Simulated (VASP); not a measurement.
# LiSi16 (a cell with a defect) in VASP: single point with PBE+D3(BJ)

Aim: the single point of LiSi16 (a cell with a defect) with PBE+D3(BJ).

Everything below comes from runs of VASP 6.6.1. Logs are shortened: lines on timing, memory, paths and dates and some standing lists are left out, and cuts for length are marked.

## 1. The cell of the first run

The cell holds a defect, 17 atoms: a = 7.679 Å, b = 7.679 Å, c = 7.679 Å, α = 60.00°, β = 60.00°, γ = 60.00°.

## 2. Single point, PBE+D3(BJ)

INCAR

```
SYSTEM = LiSi16
PREC = Accurate
ENCUT = 520
EDIFF = 1E-6
ISMEAR = 0
SIGMA = 0.05
LREAL = Auto
LASPH = .TRUE.
NELM = 100
ALGO = Normal
ISIF = 2
LWAVE = .FALSE.
LCHARG = .TRUE.
GGA = PE
IVDW = 12
LELF = .TRUE.
LVHAR = .TRUE.
NELECT = 66.0
NBANDS = 48
```

KPOINTS

```
regular mesh
0
G
  2 2 2
  0 0 0
```

POSCAR

```
LiSi16
1.0
    0.0000000000      5.4300000000      5.4300000000
    5.4300000000      0.0000000000      5.4300000000
    5.4300000000      5.4300000000      0.0000000000
Si Li
16 1
Direct
   -0.0007101289      0.0051108656     -0.0021705341
    0.1278277164      0.1297638122      0.1237439227
    0.0047299263      0.0001214549      0.4976037753
    0.1278283610      0.1297624309      0.6187243094
    0.0031463168      0.5036372928     -0.0041542357
    0.1267715470      0.6262954880      0.1234967772
    0.0031464088      0.5036359116      0.4974313076
    0.1259218232      0.6275240331      0.6233067219
    0.5068790976      0.0071584715     -0.0018831492
    0.6311732965      0.1296303867      0.1196287293
    0.5068797422      0.0071570902      0.4879064457
    0.6309073665      0.1320093923      0.6185718232
    0.5056690608      0.4976104972     -0.0016084715
    0.6292987109      0.6277907919      0.1240745856
    0.4985112339      0.5058025783      0.4978736648
    0.6292988029      0.6277894107      0.6188984346
    0.3833429098      0.8790758748      0.8688211786
```

Potentials or basis: VASP PAW PBE potentials, release 64 (Si, Li_sv).

The run is started by

```console
> cat potpaw_PBE.64/Si/POTCAR potpaw_PBE.64/Li_sv/POTCAR > POTCAR
> mpirun -np 1 vasp_std > vasp.out
```

OUTCAR:

```text
SYSTEM = LiSi16
   PREC = Accurate
   ENCUT = 520
   EDIFF = 1E-6
   ISMEAR = 0
   LREAL = Auto
   LASPH = .TRUE.
   NELM = 100
   ISIF = 2
   GGA = PE
   IVDW = 12
   NELECT = 66.0
 IVDW          = 12

 ion  position               nearest neighbor table
   1  0.999  0.005  0.998-  10 2.31   6 2.38   4 2.38   2 2.38  17 2.41
   2  0.128  0.130  0.124-   5 2.34   3 2.34   9 2.38   1 2.38  17 2.75
   3  0.005  0.000  0.498-   8 2.34   2 2.34   4 2.34  12 2.34
   4  0.128  0.130  0.619-   7 2.34   3 2.34  11 2.38   1 2.38  17 2.75
   5  0.003  0.504  0.996-   8 2.34  14 2.34   2 2.34   6 2.34
   6  0.127  0.626  0.123-   5 2.34   7 2.34   1 2.38  13 2.38  17 2.77
   7  0.003  0.504  0.497-   8 2.34  16 2.34   4 2.34   6 2.34
   8  0.126  0.628  0.623-   7 2.34   5 2.34  15 2.34   3 2.34
   9  0.507  0.007  0.998-  10 2.31   2 2.38  14 2.38  12 2.38  17 2.39
  10  0.631  0.130  0.120-  13 2.31   1 2.31  11 2.31   9 2.31
  11  0.507  0.007  0.488-  10 2.31   4 2.38  16 2.38  12 2.38  17 2.39
  12  0.631  0.132  0.619-  15 2.34   3 2.34   9 2.38  11 2.38  17 2.72
  13  0.506  0.498  0.998-  10 2.31   6 2.38  14 2.38  16 2.38  17 2.39
  14  0.629  0.628  0.124-  15 2.34   5 2.34   9 2.38  13 2.38  17 2.72
  15  0.499  0.506  0.498-   8 2.34  14 2.34  16 2.34  12 2.34
  16  0.629  0.628  0.619-  15 2.34   7 2.34  11 2.38  13 2.38  17 2.72
  17  0.383  0.879  0.869-   9 2.39  11 2.39  13 2.39   1 2.41  12 2.72  14 2.72  16 2.72   2 2.75
                             4 2.75   6 2.77

  LATTYP: Found a face centered cubic cell.
 ALAT       =    10.8600000000

  Lattice vectors:

 A1 = (   0.0000000000,   5.4300000000,   5.4300000000)
 A2 = (   5.4300000000,   0.0000000000,   5.4300000000)
 A3 = (   5.4300000000,   5.4300000000,   0.0000000000)

Analysis of symmetry for initial positions (statically):
=====================================================================
 Subroutine PRICEL returns:
 Original cell was already a primitive cell.

 Routine SETGRP: Setting up the symmetry group for a
 face centered cubic supercell.

 Subroutine GETGRP returns: Found  2 space group operations
 (whereof  1 operations were pure point group operations)
 out of a pool of 48 trial point group operations.

The static configuration has the point symmetry C_1 .
 The point group associated with its full space group is C_1h.

Analysis of symmetry for dynamics (positions and initial velocities):
=====================================================================
 Subroutine PRICEL returns:
 Original cell was already a primitive cell.

 Routine SETGRP: Setting up the symmetry group for a
 face centered cubic supercell.

[... 124 lines left out ...]
   POTIM  = 0.5000    time-step for ionic-motion
   TEBEG  =    0.0;   TEEND  =   0.0 temperature during run
   PSTRESS=    0.0 pullay stress
   NELECT =      66.0000    total number of electrons
   NUPDOWN=      -1.0000    fix difference up-down
   EMIN   =  10.00;   EMAX   =-10.00  energy-range for DOS
   EFERMI =   0.00;   METHOD = LEGACY
   ISMEAR =     0;   SIGMA  =   0.05  broadening in eV -4-tet -1-fermi 0-gaus
   EFERMI_NEDOS =   21; number of points for ismear=-14 and -15
   IALGO  =     38    algorithm
   IMIX   =      4    mixing-type and parameters
     AMIX     =   0.40;   BMIX     =  1.00
     AMIX_MAG =   1.60;   BMIX_MAG =  1.00
  volume/ion in A,a.u.               =      18.84       127.11
  Fermi-wavevector in a.u.,A,eV,Ry     =   0.967044  1.827449 12.723821  0.935174
  Thomas-Fermi vector in A             =   2.096897
   LORBIT       =      0    0 simple, 1 ext, 2 COOP (PROOUT), +10 PAW based schemes
   GGA     = PE    functional components
   LHFCALC =     F    Hartree Fock is set to
   AEXX    =    0.0000 exact exchange contribution
   IVDW    =    12    specifies the selected vdW correction
   LEPSILON=     F    determine dielectric tensor
   LRPA    =     F    only Hartree local field effects (RPA)
 non-spin polarized calculation
 Gauss-broadening in eV      SIGMA  =   0.05
  energy-cutoff  :      520.00
  volume of cell :      320.21
 maximum number of plane-waves:      8646
 NGX is ok and might be reduce to    60
   NGX = 29   NGY = 29   NGZ = 29

 number of electron      66.0000000 magnetization

 Free energy of the ion-electron system (eV)
  ---------------------------------------------------
  ext. energy  EPLUGINS =         0.00000000
  ---------------------------------------------------
  free energy    TOTEN  =       -93.51200372 eV

  energy without entropy =      -93.51200372  energy(sigma->0) =      -93.51200372

 E-fermi :   6.4072     XC(G=0):  -9.4410

 val. band max:        6.0440157923   @ k =   0.0000   0.0000   0.0000
 cond. band min:       6.6818905557   @ k =   0.0000   0.0000   0.0000
 fundamental gap:      0.6378747634
 Fermi energy:         6.4071951650

 k-point     1 :       0.0000    0.0000    0.0000
  band No.  band energies     occupation
      1     -40.3793      2.00000
      2      -5.9235      2.00000
      3      -3.6715      2.00000
      4      -3.6131      2.00000
      5      -3.6116      2.00000
      6      -3.6106      2.00000
[... 277 lines left out ...]
     44      10.3326      0.00000
     45      10.3989      0.00000
 [bands above 45 left out]

------------------------ aborting loop because EDIFF is reached ----------------------------------------

 Edisp (eV)   -5.45547

 E8    (eV) :    -2.2600

  FORCE on cell =-STRESS in cart. coord.  units (eV):
  Direction    XX          YY          ZZ          XY          YZ          ZX
  --------------------------------------------------------------------------------------
  -------------------------------------------------------------------------------------
  Total      -6.87232    -6.87232    -6.91120     0.00776    -0.02600     0.02600
  in kB     -34.38621   -34.38621   -34.58074     0.03881    -0.13009     0.13009
  external pressure =      -34.45 kB  Pullay stress =        0.00 kB

 VOLUME and BASIS-vectors are now :
 -----------------------------------------------------------------------------
  energy-cutoff  :      520.00
  volume of cell :      320.21
      direct lattice vectors                 reciprocal lattice vectors
     0.000000000  5.430000000  5.430000000    -0.092081031  0.092081031  0.092081031
     5.430000000  0.000000000  5.430000000     0.092081031 -0.092081031  0.092081031
     5.430000000  5.430000000  0.000000000     0.092081031  0.092081031 -0.092081031

 POSITION                                       TOTAL-FORCE (eV/Angst)
 -----------------------------------------------------------------------------------
      5.44597     10.84436      5.45390         0.000597     -0.000597      0.004177
      1.37655      1.36603      1.39872         0.003512     -0.007329      0.000130
      2.70265      2.72767      0.02634         0.005094     -0.005094      0.004107
      4.06428      4.05378      1.39872         0.007329     -0.003512      0.000130
      8.14219      5.42453      2.75184        -0.004449     -0.002445      0.013918
      4.07137      1.35896      4.08915        -0.001112      0.001112     -0.000131
[... 9 lines left out ...]
      6.76951      6.77771      6.82599        -0.004580      0.011540     -0.000226
      9.49108      6.79925      6.85493         0.028810     -0.028810     -0.042112
 -----------------------------------------------------------------------------------
    total drift:                                0.000651      0.002094     -0.002171

  FREE ENERGIE OF THE ION-ELECTRON SYSTEM (eV)
  ---------------------------------------------------
  free  energy   TOTEN  =       -98.9674759899 eV

  energy  without entropy=      -98.9674759899  energy(sigma->0) =      -98.96747599
```

OSZICAR:

```text
N       E                     dE             d eps       ncg     rms          rms(c)
DAV:   1     0.177924412349E+03    0.17792E+03   -0.25287E+04   576   0.116E+03
DAV:   2    -0.752003569305E+02   -0.25312E+03   -0.23680E+03   688   0.190E+02
DAV:   3    -0.939335257186E+02   -0.18733E+02   -0.18359E+02   840   0.441E+01
DAV:   4    -0.950527082958E+02   -0.11192E+01   -0.11089E+01   912   0.958E+00
DAV:   5    -0.950983609193E+02   -0.45653E-01   -0.45647E-01   800   0.149E+00    0.142E+01
DAV:   6    -0.939923415117E+02    0.11060E+01   -0.93983E-01   680   0.323E+00    0.871E+00
DAV:   7    -0.934953757856E+02    0.49697E+00   -0.14376E+00   696   0.358E+00    0.112E+00
DAV:   8    -0.935058650439E+02   -0.10489E-01   -0.12462E-01   672   0.129E+00    0.482E-01
DAV:   9    -0.935100860529E+02   -0.42210E-02   -0.11126E-02   696   0.381E-01    0.233E-01
DAV:  10    -0.935113797014E+02   -0.12936E-02   -0.14333E-03   680   0.127E-01    0.116E-01
DAV:  11    -0.935119737407E+02   -0.59404E-03   -0.64113E-04   656   0.919E-02    0.247E-02
DAV:  12    -0.935119969928E+02   -0.23252E-04   -0.50207E-05   736   0.251E-02    0.117E-02
DAV:  13    -0.935120034153E+02   -0.64225E-05   -0.13319E-05   688   0.133E-02    0.435E-03
DAV:  14    -0.935120037232E+02   -0.30787E-06   -0.46116E-07   432   0.255E-03
   1 F= -.98967476E+02 E0= -.98967476E+02  d E =-.573706E-15
```

Wall time 1.7 min (1 thread of Intel Xeon 6975P-C (Granite Rapids), shared host); peak memory 0.47 GiB.

What came out:

* Free energy: -98.9675 eV
* Largest force: 0.059 eV/Å
* Dispersion energy per atom: -0.321 eV

Forces on the atoms (eV/Å):
```
Si   0.001 -0.001  0.004
Si   0.004 -0.007  0.000
Si   0.005 -0.005  0.004
Si   0.007 -0.004  0.000
Si  -0.004 -0.002  0.014
Si  -0.001  0.001  0.000
Si   0.002  0.004  0.014
Si  -0.002  0.002  0.024
Si   0.004  0.010  0.004
Si  -0.002  0.002 -0.028
Si  -0.010 -0.004  0.004
Si  -0.003  0.003 -0.011
Si  -0.004  0.004  0.007
Si  -0.012  0.005  0.000
Si  -0.009  0.009  0.006
Si  -0.005  0.012  0.000
Li   0.029 -0.029 -0.042
```

Caveat: the k points lie up to 0.50 Å⁻¹ apart; the cell carries a net charge on a neutralising background, which shifts energy and pressure; the cell is charged against a uniform background, so pressure and absolute levels hang on convention; the cutoff is under 1.25 times the usual one of these potentials, so pressure, stress and relaxed cells hold a basis-set (Pulay) error.
